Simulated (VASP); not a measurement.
Input of a VASP 6.6.1 run:

The input INCAR:

```
SYSTEM = Ge
PREC = Accurate
ENCUT = 520
EDIFF = 1E-6
ISMEAR = 0
SIGMA = 0.15
LREAL = .False.
LASPH = .True.
NELM = 100
ALGO = Normal
ISIF = 2
LWAVE = .False.
LCHARG = .True.
GGA = PS
LELF = .True.
LVHAR = .True.
NBANDS = 21
```

File KPOINTS:

```
Automatic mesh
0
Gamma
  20 20 20
  0 0 0
```

POSCAR

```
Ge
1.0
   -2.4457652330      2.4457652330      1.3974126432
    2.4457652330     -2.4457652330      1.3974126432
    2.4457652330      2.4457652330     -1.3974126432
Ge
2
Direct
    0.2500000000      0.7500000000      0.5000000000
    0.5000000000      0.5000000000      0.0000000000
```

Potentials or basis: VASP PAW PBE potentials, release 64 (Ge_d).

Command:

```sh
$ cat potpaw_PBE.64/Ge_d/POTCAR > POTCAR
$ mpirun -np 1 vasp_std > vasp.out
```

Question: Predict the band gap on the k mesh.

Answer: Zero (bands 14 and 15 overlap by 6.39 eV).

Question: Predict the pressure.

Answer: 9.3 GPa.

Stress tensor (GPa, compression positive):
```
10.77  0.00  0.00
 0.00 10.77  0.00
 0.00  0.00  6.45
```

Caveat: the cell differs from its parent crystal (strain -0.050 along x and y, +0.000 along z); the cell stands under pressure; the PAW data sets were made with another functional, which shifts forces and pressure a little.
